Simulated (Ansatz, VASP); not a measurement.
# InSe in VASP and in Ansatz

```
CELL_PARAMETERS angstrom
4.00000 0.00000 0.00000
-2.00000 3.46410 0.00000
0.00000 0.00000 34.56000
ATOMIC_POSITIONS crystal
Se 0.33333 0.66667 0.26249
Se 0.33333 0.66667 0.41402
In 0.00000 0.00000 0.29861
In 0.00000 0.00000 0.37790
```

Alike in both runs: functional LDA; k mesh 12 × 12 × 1; occupations gaussian, width 0.02 eV; no spin polarisation.

Ansatz relaxed the structure, and its values are those at the end. VASP's run is a single point on that final structure, the one shown.

|  | VASP | Ansatz |
| --- | --- | --- |
| version | VASP 6.6.1 | Ansatz 0.2.0 |
| potentials or method | VASP PAW LDA potentials, release 64 (Se, In_d) | scalar-relativistic, plane waves, PAW |
| plane-wave cutoff (eV) | 520 | 420 |
| valence electrons in the cell | 38 | 58 |

|  | VASP | Ansatz | Ansatz less VASP |
| --- | --- | --- | --- |
| gap on the k mesh at the Fermi level (eV) | 1.46 | 1.45 | -0.009 |
| least direct gap on the mesh (eV) | 1.55 | 1.54 | -0.010 |
| rms of the force components (eV/Å) | 0.013 | 0.000 | -0.0126 |

LDA's correlation is that of Perdew and Zunger in VASP and of Perdew and Wang (1992) in Ansatz. VASP's potentials hold 38 valence electrons a cell and Ansatz's 58, so a difference there can come from the potentials and not from the codes. Ansatz's warnings: slab cell height set, xc potential rough in thin density.
